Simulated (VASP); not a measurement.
# WC4 (P-43m) in VASP: further runs

The runs below take WC4 through single point, relaxation of cell and atoms, with PBE.

All numbers are computed with VASP 6.6.1; they aren't measurements. Logs are shortened: lines on timing, memory, paths and dates and some standing lists are left out, and cuts for length are marked.

## 1. The cell of the first run

The structure is cubic, space group P-43m (No. 215). Conventional cell: a = 3.543 Å, b = 3.543 Å, c = 3.543 Å, α = 90.00°, β = 90.00°, γ = 90.00°. Within 2.8 Å of W (site symmetry -43m) lie 4 C at 2.12 Å. C (site symmetry 3m) has 3 C at 1.55 Å within 2.1 Å.

## 2. Single point, PBE

The input, INCAR:

```
  PREC = Accurate
  ENCUT = 520
  EDIFF = 1E-7
  ISMEAR = 0
  SIGMA = 0.1
  LREAL = False
  LASPH = True
  NELM = 100
  ALGO = Normal
  ISIF = 2
  LWAVE = False
  LCHARG = True
  GGA = PE
  LELF = True
  LVHAR = True
  NBANDS = 23
```

The input, KPOINTS:

```
regular mesh
0
Gamma
  10 10 10
```

The input, POSCAR:

```
WC4
1.0
    3.5432537259      0.0000000000      0.0000000000
    0.0000000000      3.5432537259      0.0000000000
    0.0000000000      0.0000000000      3.5432537259
W C
1 4
Direct
    0.0000000000      0.0000000000      0.0000000000
    0.3457843590      0.3457843590      0.3457843590
    0.6542156410      0.6542156410      0.3457843590
    0.3457843590      0.6542156410      0.6542156410
    0.6542156410      0.3457843590      0.6542156410
```

Potentials or basis: VASP PAW PBE potentials, release 64 (W_sv, C).

Run with:

```console
> cat potpaw_PBE.64/W_sv/POTCAR potpaw_PBE.64/C/POTCAR > POTCAR
> mpirun -np 1 vasp_std > vasp.out
```

OUTCAR:

```text
PREC = Accurate
   ENCUT = 520
   EDIFF = 1E-7
   ISMEAR = 0
   LREAL = False
   LASPH = True
   NELM = 100
   ISIF = 2
   GGA = PE

 ion  position               nearest neighbor table
   1  0.000  0.000  0.000-   2 2.12   3 2.12   4 2.12   5 2.12
   2  0.346  0.346  0.346-   3 1.55   4 1.55   5 1.55   1 2.12
   3  0.654  0.654  0.346-   2 1.55   4 1.55   5 1.55   1 2.12
   4  0.346  0.654  0.654-   2 1.55   3 1.55   5 1.55   1 2.12
   5  0.654  0.346  0.654-   2 1.55   3 1.55   4 1.55   1 2.12

  LATTYP: Found a simple cubic cell.
 ALAT       =     3.5432537259

  Lattice vectors:

 A1 = (   3.5432537259,   0.0000000000,   0.0000000000)
 A2 = (   0.0000000000,   3.5432537259,   0.0000000000)
 A3 = (   0.0000000000,   0.0000000000,   3.5432537259)

Analysis of symmetry for initial positions (statically):
=====================================================================
 Subroutine PRICEL returns:
 Original cell was already a primitive cell.

 Routine SETGRP: Setting up the symmetry group for a
 simple cubic supercell.

 Subroutine GETGRP returns: Found 24 space group operations
 (whereof 24 operations were pure point group operations)
 out of a pool of 48 trial point group operations.

The static configuration has the point symmetry T_d .

Analysis of symmetry for dynamics (positions and initial velocities):
=====================================================================
 Subroutine PRICEL returns:
 Original cell was already a primitive cell.

 Routine SETGRP: Setting up the symmetry group for a
 simple cubic supercell.

 Subroutine GETGRP returns: Found 24 space group operations
 (whereof 24 operations were pure point group operations)
 out of a pool of 48 trial point group operations.

The dynamic configuration has the point symmetry T_d .

 Subroutine INISYM returns: Found 24 space group operations
 (whereof 24 operations are pure point group operations),
 and found     1 'primitive' translations

----------------------------------------------------------------------------------------

                                     Primitive cell

  volume of cell :      44.4843

  direct lattice vectors                    reciprocal lattice vectors
     3.543253726  0.000000000  0.000000000     0.282226472  0.000000000  0.000000000
     0.000000000  3.543253726  0.000000000     0.000000000  0.282226472  0.000000000
     0.000000000  0.000000000  3.543253726     0.000000000  0.000000000  0.282226472

  length of vectors
     3.543253726  3.543253726  3.543253726     0.282226472  0.282226472  0.282226472

  position of ions in fractional coordinates (direct lattice)
     0.000000000  0.000000000  0.000000000
     0.345784359  0.345784359  0.345784359
     0.654215641  0.654215641  0.345784359
     0.345784359  0.654215641  0.654215641
     0.654215641  0.345784359  0.654215641

  ion indices of the primitive-cell ions
   primitive index   ion index
                 1           1
                 2           2
                 3           3
                 4           4
                 5           5

----------------------------------------------------------------------------------------

 KPOINTS: regular mesh

Automatic generation of k-mesh.
 Grid dimensions read from file:
 generate k-points for:   10   10   10

 Generating k-lattice:

  Cartesian coordinates                     Fractional coordinates (reciprocal lattice)
     0.028222647  0.000000000  0.000000000     0.100000000  0.000000000  0.000000000
     0.000000000  0.028222647  0.000000000     0.000000000  0.100000000  0.000000000
     0.000000000  0.000000000  0.028222647     0.000000000  0.000000000  0.100000000

  Length of vectors
     0.028222647  0.028222647  0.028222647

  Shift w.r.t. Gamma in fractional coordinates (k-lattice)
     0.000000000  0.000000000  0.000000000

 Subroutine IBZKPT returns following result:
 ===========================================

 Found     56 irreducible k-points:

 Following reciprocal coordinates:
            Coordinates               Weight
  0.000000  0.000000  0.000000      1.000000
  0.100000  0.000000  0.000000      6.000000
  0.200000  0.000000  0.000000      6.000000
  0.300000  0.000000  0.000000      6.000000
  0.400000  0.000000  0.000000      6.000000
  0.500000  0.000000  0.000000      3.000000
[... 16 lines left out ...]
  0.200000  0.100000  0.100000     24.000000
  0.300000  0.100000  0.100000     24.000000
 [... further k-points ...]
   k-points           NKPTS =     56   k-points in BZ     NKDIM =     56   number of bands    NBANDS=     23
   number of dos      NEDOS =    301   number of ions     NIONS =      5
   total plane-waves  NPLWV =  21952
   dimension x,y,z NGX =    28 NGY =   28 NGZ =   28
   dimension x,y,z NGXF=    56 NGYF=   56 NGZF=   56
   ions per type =               1   4
   NGX,Y,Z   is equivalent  to a cutoff of  13.14, 13.14, 13.14 a.u.
   NGXF,Y,Z  is equivalent  to a cutoff of  26.27, 26.27, 26.27 a.u.
 SYSTEM =  unknown system
   PREC   = accura    normal or accurate (medium, high low for compatibility)
   ISTART =      0    job   : 0-new  1-cont  2-samecut
   ICHARG =      2    charge: 1-file 2-atom 10-const
   ISPIN  =      1    spin polarized calculation?
   LNONCOLLINEAR =      F non collinear calculations
   LSORBIT =      F    spin-orbit coupling
   LASPH  =      T    aspherical Exc in radial PAW
   ENCUT  =  520.0 eV  38.22 Ry    6.18 a.u.   6.59  6.59  6.59*2*pi/ulx,y,z
   NELM   =    100;   NELMIN=  2; NELMDL= -5     # of ELM steps
   EDIFF  = 0.1E-06   stopping-criterion for ELM
   LREAL  =      F    real-space projection
   EDIFFG = 0.1E-05   stopping-criterion for IOM
   NSW    =      0    number of steps for IOM
   IBRION =     -1    ionic relax: 0-MD 1-quasi-New 2-CG
   NFREE  =      0    steps in history (QN), initial steepest desc. (CG)
   ISIF   =      2    stress and relaxation
   ISYM   =      2    0-nonsym 1-usesym 2-fastsym
   POTIM  = 0.5000    time-step for ionic-motion
   TEBEG  =    0.0;   TEEND  =   0.0 temperature during run
   PSTRESS=    0.0 pullay stress
   NELECT =      30.0000    total number of electrons
   NUPDOWN=      -1.0000    fix difference up-down
   EMIN   =  10.00;   EMAX   =-10.00  energy-range for DOS
   EFERMI =   0.00;   METHOD = LEGACY
   ISMEAR =     0;   SIGMA  =   0.10  broadening in eV -4-tet -1-fermi 0-gaus
   EFERMI_NEDOS =   21; number of points for ismear=-14 and -15
   IALGO  =     38    algorithm
   IMIX   =      4    mixing-type and parameters
     AMIX     =   0.40;   BMIX     =  1.00
     AMIX_MAG =   1.60;   BMIX_MAG =  1.00
  volume/ion in A,a.u.               =       8.90        60.04
  Fermi-wavevector in a.u.,A,eV,Ry     =   1.435643  2.712971 28.042555  2.061070
  Thomas-Fermi vector in A             =   2.554919
   LORBIT       =      0    0 simple, 1 ext, 2 COOP (PROOUT), +10 PAW based schemes
   GGA     = PE    functional components
   LHFCALC =     F    Hartree Fock is set to
   AEXX    =    0.0000 exact exchange contribution
   IVDW    =     0    specifies the selected vdW correction
   LEPSILON=     F    determine dielectric tensor
   LRPA    =     F    only Hartree local field effects (RPA)
 non-spin polarized calculation
 Gauss-broadening in eV      SIGMA  =   0.10
  energy-cutoff  :      520.00
  volume of cell :       44.48
 maximum number of plane-waves:      1222
 NGX is ok and might be reduce to    28
   NGX = 13   NGY = 13   NGZ = 13

 number of electron      29.9999995 magnetization

 Free energy of the ion-electron system (eV)
  ---------------------------------------------------
  ext. energy  EPLUGINS =         0.00000000
  ---------------------------------------------------
  free energy    TOTEN  =       -40.24989770 eV

  energy without entropy =      -40.24311071  energy(sigma->0) =      -40.24650421

 E-fermi :   9.2633     XC(G=0): -12.6228

 val. band max:        9.2526748623   @ k =   0.5000   0.5000   0.1000
 cond. band min:       9.2879960323   @ k =   0.5000   0.2000   0.0000
 fundamental gap:      0.0353211700
 Fermi energy:         9.2632825787

 k-point     1 :       0.0000    0.0000    0.0000
  band No.  band energies     occupation
      1     -66.1941      2.00000
      2     -30.3508      2.00000
      3     -30.3508      2.00000
      4     -30.3508      2.00000
      5     -12.2740      2.00000
      6      -0.9833      2.00000
[... 15 lines left out ...]
     22      13.6070      0.00000
     23      18.1237      0.00000

 k-point     2 :       0.1000    0.0000    0.0000
  band No.  band energies     occupation
      1     -66.1939      2.00000
      2     -30.3575      2.00000
      3     -30.3502      2.00000
      4     -30.3502      2.00000
      5     -12.2370      2.00000
      6      -1.4388      2.00000
[... 15 lines left out ...]
     22      14.1064      0.00000
     23      17.2661      0.00000

 k-point     3 :       0.2000    0.0000    0.0000
  band No.  band energies     occupation
      1     -66.1935      2.00000
      2     -30.3749      2.00000
      3     -30.3486      2.00000
      4     -30.3486      2.00000
      5     -12.1372      2.00000
      6      -2.3000      2.00000
[... 15 lines left out ...]
     22      15.0744      0.00000
     23      16.2390      0.00000

 k-point     4 :       0.3000    0.0000    0.0000
  band No.  band energies     occupation
      1     -66.1930      2.00000
      2     -30.3962      2.00000
      3     -30.3465      2.00000
      4     -30.3465      2.00000
      5     -12.0071      2.00000
      6      -3.0912      2.00000
[... 15 lines left out ...]
     22      15.4725      0.00000
     23      15.9818      0.00000

 k-point     5 :       0.4000    0.0000    0.0000
  band No.  band energies     occupation
      1     -66.1926      2.00000
      2     -30.4135      2.00000
      3     -30.3449      2.00000
      4     -30.3449      2.00000
      5     -11.8954      2.00000
      6      -3.6271      2.00000
[... 434 lines left out ...]
 k-point    22 :       0.1000    0.1000    0.1000
  band No.  band energies     occupation
      1     -66.1936      2.00000
      2     -30.3567      2.00000
      3     -30.3560      2.00000
      4     -30.3560      2.00000
      5     -12.1671      2.00000
      6      -1.7412      2.00000
[... 15 lines left out ...]
     22      14.6745      0.00000
     23      16.8265      0.00000

 k-point    23 :       0.2000    0.1000    0.1000
  band No.  band energies     occupation
      1     -66.1932      2.00000
      2     -30.3735      2.00000
      3     -30.3547      2.00000
      4     -30.3543      2.00000
      5     -12.0746      2.00000
      6      -2.2569      2.00000
[... 15 lines left out ...]
     22      15.5685      0.00000
     23      16.3586      0.00000

 k-point    24 :       0.3000    0.1000    0.1000
  band No.  band energies     occupation
      1     -66.1927      2.00000
      2     -30.3947      2.00000
      3     -30.3526      2.00000
      4     -30.3522      2.00000
      5     -11.9543      2.00000
      6      -2.9452      2.00000
[... 15 lines left out ...]
     22      15.9416      0.00000
     23      16.3167      0.00000

 [... further k-points ...]
[... 5 lines left out ...]
  --------------------------------------------------------------------------------------
  -------------------------------------------------------------------------------------
  Total        0.1957472      0.1957472      0.1957472     -0.0000000      0.0000000      0.0000000
  in kB        7.0501661      7.0501661      7.0501661     -0.0000000      0.0000000      0.0000000
  external PRESSURE =       7.0501661 kB  Pullay stress =       0.0000000 kB

 VOLUME and BASIS-vectors are now :
 -----------------------------------------------------------------------------
  energy-cutoff  :      520.00
  volume of cell :       44.48
      direct lattice vectors                 reciprocal lattice vectors
     3.543253726  0.000000000  0.000000000     0.282226472  0.000000000  0.000000000
     0.000000000  3.543253726  0.000000000     0.000000000  0.282226472  0.000000000
     0.000000000  0.000000000  3.543253726     0.000000000  0.000000000  0.282226472

 POSITION                                       TOTAL-FORCE (eV/Angst)
 -----------------------------------------------------------------------------------
      0.00000      0.00000      0.00000        -0.000000     -0.000000      0.000000
      1.22520      1.22520      1.22520        -0.057017     -0.057017     -0.057017
      2.31805      2.31805      1.22520         0.057017      0.057017     -0.057017
      1.22520      2.31805      2.31805        -0.057017      0.057017      0.057017
      2.31805      1.22520      2.31805         0.057017     -0.057017      0.057017
 -----------------------------------------------------------------------------------
    total drift:                               -0.000000     -0.000000     -0.000000

  FREE ENERGIE OF THE ION-ELECTRON SYSTEM (eV)
  ---------------------------------------------------
  free  energy   TOTEN  =       -40.2498977019 eV

  energy  without entropy=      -40.2431107093  energy(sigma->0) =      -40.24650421
```

It took 31 s on 1 thread of Intel Xeon Platinum 8488C (Sapphire Rapids), shared host; peak memory 0.19 GiB.

What came out:

```
Free energy            : -40.2499 eV
Pressure               : 0.7 GPa
Largest force          : 0.099 eV/Å
Band gap on the k mesh : zero (band 15 reaches 10.01 eV, above the bottom of band 16 at 9.07 eV)
```

Forces in eV/Å, atoms in the order of the input:
```
W    0.000  0.000  0.000
C   -0.057 -0.057 -0.057
C    0.057  0.057 -0.057
C   -0.057  0.057  0.057
C    0.057 -0.057  0.057
```

Caveat: spin-orbit coupling is left out, which moves the levels of the heavy elements.

(Part 1 of 2 ends here.)
